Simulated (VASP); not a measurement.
# TaN (WC type) (P-6m2) in VASP: notebook, part 3 of 3

VASP 6.6.1. Earlier steps stand in the parts before.

## 7. Relaxation of shape and atoms at fixed volume, PBE

This run uses another cell than the first one, of 10.27 Å³/atom.

The input, INCAR:

```
SYSTEM = TaN
ALGO = Normal ; EDIFF = 1E-6
EDIFFG = -0.005 ; ENCUT = 600
GGA = PE ; IBRION = 2
ISIF = 4 ; ISMEAR = -1
LASPH = .True. ; LCHARG = .False.
LREAL = .False. ; LWAVE = .False.
NELM = 60 ; NSW = 50
PREC = Accurate ; SIGMA = 0.05
```

The input, KPOINTS:

```
k-points
0
Gamma
  15 15 13
  0 0 0
```

The input, POSCAR:

```
TaN
1.0
    2.8899273718      0.0000000000      0.0000000000
   -1.4449636860      2.5027505191      0.0000000000
    0.0000000000      0.0000000000      2.8385728017
Ta N
1 1
Direct
    0.0000000000      0.0000000000      0.0000000000
    0.3333333333      0.6666666667      0.5000000000
```

Potentials or basis: VASP PAW PBE potentials, release 64 (Ta_pv, N).

Command:

```console
$ cat potpaw_PBE.64/Ta_pv/POTCAR potpaw_PBE.64/N/POTCAR > POTCAR
$ mpirun -np 1 vasp_std > vasp.out
```

OUTCAR:

```text
SYSTEM = TaN
   EDIFF = 1E-6
   EDIFFG = -0.005
   ENCUT = 600
   GGA = PE
   IBRION = 2
   ISIF = 4
   ISMEAR = -1
   LASPH = .True.
   LREAL = .False.
   NELM = 60
   NSW = 50
   PREC = Accurate

 ion  position               nearest neighbor table
   1  0.000  0.000  0.000-   2 2.19   2 2.19   2 2.19   2 2.19   2 2.19   2 2.19
   2  0.333  0.667  0.500-   1 2.19   1 2.19   1 2.19   1 2.19   1 2.19   1 2.19

  LATTYP: Found a hexagonal cell.
 ALAT       =     2.8899273718
 C/A-ratio  =     0.9822298060

  Lattice vectors:

 A1 = (   2.8899273718,   0.0000000000,   0.0000000000)
 A2 = (  -1.4449636860,   2.5027505191,   0.0000000000)
 A3 = (   0.0000000000,   0.0000000000,   2.8385728017)

Analysis of symmetry for initial positions (statically):
=====================================================================
 Subroutine PRICEL returns:
 Original cell was already a primitive cell.

 Routine SETGRP: Setting up the symmetry group for a
 hexagonal supercell.

 Subroutine GETGRP returns: Found 12 space group operations
 (whereof 12 operations were pure point group operations)
 out of a pool of 24 trial point group operations.

The static configuration has the point symmetry D_3h.

Analysis of symmetry for dynamics (positions and initial velocities):
=====================================================================
 Subroutine PRICEL returns:
 Original cell was already a primitive cell.

 Routine SETGRP: Setting up the symmetry group for a
 hexagonal supercell.

 Subroutine GETGRP returns: Found 12 space group operations
 (whereof 12 operations were pure point group operations)
 out of a pool of 24 trial point group operations.

The dynamic configuration has the point symmetry D_3h.

 Subroutine INISYM returns: Found 12 space group operations
 (whereof 12 operations are pure point group operations),
[... 135 lines left out ...]
--------------------------------------- Ionic step        1  -------------------------------------------

 number of electron      15.9999999 magnetization

 Free energy of the ion-electron system (eV)
  ---------------------------------------------------
  ext. energy  EPLUGINS =         0.00000000
  ---------------------------------------------------
  free energy    TOTEN  =       -22.34825947 eV

  energy without entropy =      -22.34778901  energy(sigma->0) =      -22.34802424

------------------------ aborting loop because EDIFF is reached ----------------------------------------

  FORCE on cell =-STRESS in cart. coord.  units (eV):
  Direction    XX          YY          ZZ          XY          YZ          ZX
  --------------------------------------------------------------------------------------
  -------------------------------------------------------------------------------------
  Total        3.0508694      3.0508694      3.4242075     -0.0000000     -0.0000000      0.0000000
  in kB      238.0837062    238.0837062    267.2182593     -0.0000000     -0.0000000      0.0000000
  external PRESSURE =     247.7952239 kB  Pullay stress =       0.0000000 kB
[... 59 lines left out ...]
--------------------------------------- Ionic step        3  -------------------------------------------

 number of electron      15.9999998 magnetization

 Free energy of the ion-electron system (eV)
  ---------------------------------------------------
  ext. energy  EPLUGINS =         0.00000000
  ---------------------------------------------------
  free energy    TOTEN  =       -22.34874729 eV

  energy without entropy =      -22.34828421  energy(sigma->0) =      -22.34851575

 E-fermi :   8.7744     XC(G=0): -13.6155

 val. band max:        8.6766324389   @ k =   0.0000   0.0000   0.4615
 cond. band min:       8.8031270517   @ k =   0.0000   0.0000   0.3846
 fundamental gap:      0.1264946127
 Fermi energy:         8.7743694952

 k-point     1 :       0.0000    0.0000    0.0000
  band No.  band energies     occupation
      1     -25.9506      2.00000
      2     -25.6397      2.00000
      3     -25.6397      2.00000
      4      -9.3801      2.00000
      5       4.0269      2.00000
      6       4.0269      2.00000
      7       4.3186      2.00000
      8       5.7544      2.00000
      9      11.3936      0.00000
     10      12.5551      0.00000
     11      12.5551      0.00000
     12      13.0501      0.00000
[... 331 lines left out ...]
 k-point    24 :       0.4000    0.2000    0.0000
  band No.  band energies     occupation
      1     -26.7357      2.00000
      2     -26.1956      2.00000
      3     -25.7609      2.00000
      4      -6.6225      2.00000
      5       0.6370      2.00000
      6       3.3217      2.00000
      7       3.5372      2.00000
      8       7.4872      2.00000
      9      10.3294      0.00000
     10      11.4869      0.00000
     11      12.4316      0.00000
     12      16.2062      0.00000

 [... further k-points ...]

------------------------ aborting loop because EDIFF is reached ----------------------------------------

  FORCE on cell =-STRESS in cart. coord.  units (eV):
  Direction    XX          YY          ZZ          XY          YZ          ZX
  --------------------------------------------------------------------------------------
  -------------------------------------------------------------------------------------
  Total        3.1582156      3.1582156      3.1619312     -0.0000000      0.0000000      0.0000000
  in kB      246.4607891    246.4607891    246.7507455     -0.0000000      0.0000000      0.0000000
  external PRESSURE =     246.5574412 kB  Pullay stress =       0.0000000 kB
[... 17 lines left out ...]
  FREE ENERGIE OF THE ION-ELECTRON SYSTEM (eV)
  ---------------------------------------------------
  free  energy   TOTEN  =       -22.3487472934 eV

  energy  without entropy=      -22.3482842148  energy(sigma->0) =      -22.34851575

 reached required accuracy - stopping structural energy minimisation
```

OSZICAR:

```text
N       E                     dE             d eps       ncg     rms          rms(c)
DAV:   1     0.106916902016E+03    0.10692E+03   -0.99262E+03  4536   0.155E+03
DAV:   2    -0.204341969906E+02   -0.12735E+03   -0.12167E+03  5440   0.374E+02
DAV:   3    -0.248026244643E+02   -0.43684E+01   -0.43210E+01  5616   0.692E+01
DAV:   4    -0.248473534045E+02   -0.44729E-01   -0.44661E-01  5000   0.699E+00
[... 17 lines left out ...]
DAV:   1    -0.223499639393E+02   -0.19346E-02   -0.74914E-02  4544   0.274E+00    0.192E-01
DAV:   2    -0.223490778347E+02    0.88610E-03   -0.13050E-03  5260   0.389E-01    0.107E-01
DAV:   3    -0.223487494315E+02    0.32840E-03   -0.50484E-04  5520   0.196E-01    0.364E-02
DAV:   4    -0.223487475287E+02    0.19028E-05   -0.23613E-05  5368   0.476E-02    0.312E-02
DAV:   5    -0.223487472934E+02    0.23534E-06   -0.13941E-06  3644   0.124E-02
   3 F= -.22348747E+02 E0= -.22348516E+02  d E =-.487825E-03
```

CONTCAR:

```text
TaN
   1.00000000000000
     2.8860530007245471   -0.0000000000038002    0.0000000000000000
    -1.4430265004654306    2.4993952153287537   -0.0000000000000000
     0.0000000000000000   -0.0000000000000000    2.8461991801848749
  Ta              N
     1     1
Direct
     0.0000000000000000    0.0000000000000000    0.0000000000000000
     0.3333333332999970    0.6666666667000030    0.5000000000000000

  0.00000000E+00  0.00000000E+00  0.00000000E+00
  0.00000000E+00  0.00000000E+00  0.00000000E+00
```

Wall time 73 s (1 thread of Intel Xeon 8259CL, shared host); peak memory 0.19 GiB.

What came out:

```yaml
Free_energy: -22.3487 eV
Energy_gained_by_relaxing: 0.2 meV/atom
Ionic_steps: 3
Pressure_after_relaxing: 24.7 GPa
Band_gap_on_the_k_mesh: zero (bands 8 and 9 overlap by 0.48 eV)
```

The path:
```csv
step,energy change (eV),largest force (eV/Å),pressure (GPa),volume (Å³)
1,0.0000,0.0000,24.78,20.53
2,0.0002,0.0000,24.52,20.53
3,-0.0005,0.0000,24.66,20.53
```

Final structure:
```
Ta N
1.0
     2.88605    0.00000    0.00000
    -1.44303    2.49940    0.00000
     0.00000    0.00000    2.84620
Ta N
1 1
Direct
  0.00000 0.00000 0.00000
  0.33333 0.66667 0.50000
```

Caveat: spin-orbit coupling is left out, which moves the levels of the heavy elements.

## 8. Overview

| task | cell | gap on the mesh (eV) | pressure (GPa) |
| --- | --- | --- | --- |
| relaxation of shape and atoms at fixed volume | relaxed from a = 2.542, b = 2.542, c = 2.497 Å, angles 90.0, 90.0, 120.0°, 2 atoms | none | 389.1 |
| relaxation of shape and atoms at fixed volume | relaxed from a = 2.644, b = 2.644, c = 2.597 Å, angles 90.0, 90.0, 120.0°, 2 atoms | none | 225.5 |
| relaxation of shape and atoms at fixed volume | relaxed from a = 2.739, b = 2.739, c = 2.690 Å, angles 90.0, 90.0, 120.0°, 2 atoms | none | 123.1 |
| relaxation of shape and atoms at fixed volume | relaxed from a = 2.827, b = 2.827, c = 2.777 Å, angles 90.0, 90.0, 120.0°, 2 atoms | none | 58.0 |
| relaxation of cell and atoms | relaxed from a = 2.867, b = 2.867, c = 2.810 Å, angles 90.0, 90.0, 120.0°, 2 atoms | none | 0.0 |
| relaxation of shape and atoms at fixed volume | relaxed from a = 2.890, b = 2.890, c = 2.839 Å, angles 90.0, 90.0, 120.0°, 2 atoms | none | 24.7 |

Alike in all rows: level PBE; potentials or basis VASP PAW PBE potentials, release 64 (Ta_pv, N); no spin polarisation; k mesh 15 × 15 × 13; cutoff (eV) 600; smearing fermi-dirac 0.05 eV.

Caveats: spin-orbit coupling is left out, which moves the levels of the heavy elements.

Total energies depend on the potentials used, so only differences within one code and one set of settings carry meaning.
